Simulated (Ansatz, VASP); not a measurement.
# Two plane-wave programs on Zn

```
Zn
1.0
     0.02947    1.96478    1.96478
     1.99425    0.00000    1.99425
     1.96478    1.96478    0.02947
Zn
1
Direct
  0.00000 0.00000 0.00000
```

Change from the starting cell: strain +0.0300 x Voigt [0, 0, 0, 0, 1, 0], atoms carried along.

Alike in both runs: task single point; functional PBEsol; k mesh 20 × 20 × 20; occupations gaussian, width 0.15 eV; no spin polarisation.

|  | VASP | Ansatz |
| --- | --- | --- |
| version | VASP 6.6.1 | Ansatz 0.2.0 |
| potentials or method | VASP PAW PBE potentials, release 64 (Zn), cutoff 520 eV | scalar-relativistic, plane waves, PAW |
| valence electrons in the cell | 12 | 12 |

VASP gave:

* gap on the k mesh at the Fermi level (eV): none
* pressure (GPa): -4.7
* traceless stress, the component that is largest in VASP (GPa): -0.22

Question: Which values does Ansatz return?

Answer: gap on the k mesh at the Fermi level (eV): none; pressure (GPa): -5.0; traceless stress, the component that is largest in VASP (GPa): -0.22.

VASP's potentials were made for PBE, not for PBEsol. A gap of «none» marks a metal or a gap that the smearing closes.
